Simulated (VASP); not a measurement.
Runs of VASP 6.6.1 on Re. The structure is that of space group Fm-3m (No. 225), or close to it. The cells are those of the table. This isn't the form of Re at room conditions, which is hcp.

```tsv
task	cell	gap on the mesh (eV)	pressure (GPa)
single point	a = 2.765 Å, angles 61.3°, 1 atom	none	-9.4
electric field gradients	a = 2.765 Å, angles 61.3°, 1 atom	none	-9.4
electric field gradients	a = 2.812 Å, angles 60.0°, 1 atom	none	-16.0
single point	a = 2.821 Å, angles 58.7°, 1 atom	none	-9.3
single point	a = 2.836 Å, angles 58.0°, 1 atom	none	-8.8
single point	a = 2.807, b = 2.807, c = 2.821 Å, angles 59.8, 59.8, 60.3°, 1 atom	none	-16.0
electric field gradients	a = 2.821 Å, angles 58.7°, 1 atom	none	-9.3
electric field gradients	a = 2.830 Å, angles 60.0°, 1 atom	none	(b)
single point	a = 2.752 Å, angles 62.0°, 1 atom	none	(a)
single point	a = 2.779 Å, angles 60.7°, 1 atom	none	-9.7
single point	a = 2.779, b = 2.779, c = 2.793 Å, angles 59.8, 59.8, 60.3°, 1 atom	none	-6.5
```

Alike in all rows: level PBE; potentials or basis VASP PAW PBE potentials, release 64 (Re); no spin polarisation; k mesh 14 × 14 × 14; cutoff (eV) 520; smearing fermi-dirac 0.03 eV.

**Question.** Estimate the missing entries.

**Answer.** (a) -8.9; (b) -21.4.

Caveats: the cell stands under tension; spin-orbit coupling is left out, which moves the levels of the heavy elements.

A k mesh can miss the band edges, and the runs leave out spin-orbit coupling on Re.

A gap of «none» marks levels without a gap at the run's occupations.
